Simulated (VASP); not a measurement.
Write the native input for VASP 6.6.1 that does the following.

- Task: single point
- Functional: PBE
- Potentials or basis: VASP PAW PBE potentials, release 64 (Fe)
- Cutoff: 520 eV
- k mesh: 6 × 12 × 12
- Occupations: gaussian, width 0.1 eV
- Spin: collinear spin, ferromagnetic start
- Starting moments: [4.0, 4.0] μB
- Dipole correction: no
- Further INCAR settings: ALGO = Normal; EDIFF = 1e-07; NBANDS = 19; ISYM = 0

The structure of Fe lies in POSCAR:

```
Fe
1.0
    0.0000000000      3.5570000000      3.5570000000
    1.7785000000      0.0000000000      1.7785000000
    1.7785000000      1.7785000000      0.0000000000
Fe
2
Direct
    0.0000000000      0.0000000000      0.0000000000
    0.5000000000      0.0000000000      0.0000000000
```

This isn't the form of Fe at room conditions, which is bcc.

The input as run:

INCAR

```
SYSTEM = Fe
  PREC = Accurate
  ENCUT = 520
  EDIFF = 1E-7
  ISMEAR = 0
  SIGMA = 0.1
  LREAL = .FALSE.
  LASPH = .TRUE.
  NELM = 150
  ALGO = Normal
  ISIF = 2
  LWAVE = .FALSE.
  LCHARG = .FALSE.
  ISPIN = 2
  MAGMOM = 4 4
  LORBIT = 11
  LMAXMIX = 4
  GGA = PE
  ISYM = 0
  NBANDS = 19
```

KPOINTS

```
regular mesh
0
G
  6 12 12
  0 0 0
```

Potentials or basis: VASP PAW PBE potentials, release 64 (Fe).

Command:

```sh
$ cat potpaw_PBE.64/Fe/POTCAR > POTCAR
$ mpirun -np 1 vasp_std > vasp.out
```

Results of the run:

```
Pressure                                              : 7.8 GPa
Net moment                                            : 4.62 μB per cell
Site moments                                          : Fe +2.30 μB
Valence electrons inside the program's atomic spheres : Fe 7.29
```

Caveat: the cell stands under pressure.

Run time: 13 min on 1 thread of Intel Xeon 8259CL, on a shared host, peak memory 0.36 GiB.
